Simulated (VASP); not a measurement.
The system is AlZn.

```
CELL_PARAMETERS angstrom
0.00000 2.45411 2.45411
2.45411 0.00000 2.45411
2.45411 2.45411 0.00000
ATOMIC_POSITIONS crystal
Al 0.00000 0.00000 0.00000
Zn 0.50000 0.50000 0.50000
```

| Property | Result |
| --- | --- |
| Program | VASP 6.6.1 |
| Task | relaxation of cell and atoms |
| Functional | PBE |
| Potentials or basis | VASP PAW PBE potentials, release 64 (Al, Zn) |
| Cutoff | 600 eV |
| k mesh | 6 × 6 × 6 |
| Occupations | gaussian, width 0.1 eV |
| Spin | no spin polarisation |

At the start: pressure 21.8 GPa; volume 14.78 Å³/atom.

Problem. How do energy, volume and symmetry change on relaxing?

Solution. Over 3 steps the energy falls by 215.1 meV/atom and the volume is 18.62 Å³/atom (+26.0 %); space group Fm-3m (No. 225, to 0.1 Å) before and after.

Step by step:
| step | energy change (eV) | largest force (eV/Å) | pressure (GPa) | volume (Å³) |
| --- | --- | --- | --- | --- |
| 1 | 0.0000 | 0.0000 | 21.84 | 29.56 |
| 2 | -0.4183 | 0.0000 | -2.18 | 39.04 |
| 3 | -0.4302 | 0.0000 | 0.33 | 37.24 |

Final structure:
```yaml
crystal:
  lattice:
    - [0.00000, 2.65048, 2.65048]
    - [2.65048, 0.00000, 2.65048]
    - [2.65048, 2.65048, 0.00000]
  atoms:
    - { symbol: Al, position: [0.00000, 0.00000, 0.00000] }
    - { symbol: Zn, position: [0.50000, 0.50000, 0.50000] }
```

Caveat: the k points lie up to 0.34 Å⁻¹ apart in the final cell, too coarse for converged energies and pressures of a metal; the volume moved by over 15 % at a fixed basis, so the end points are rough.
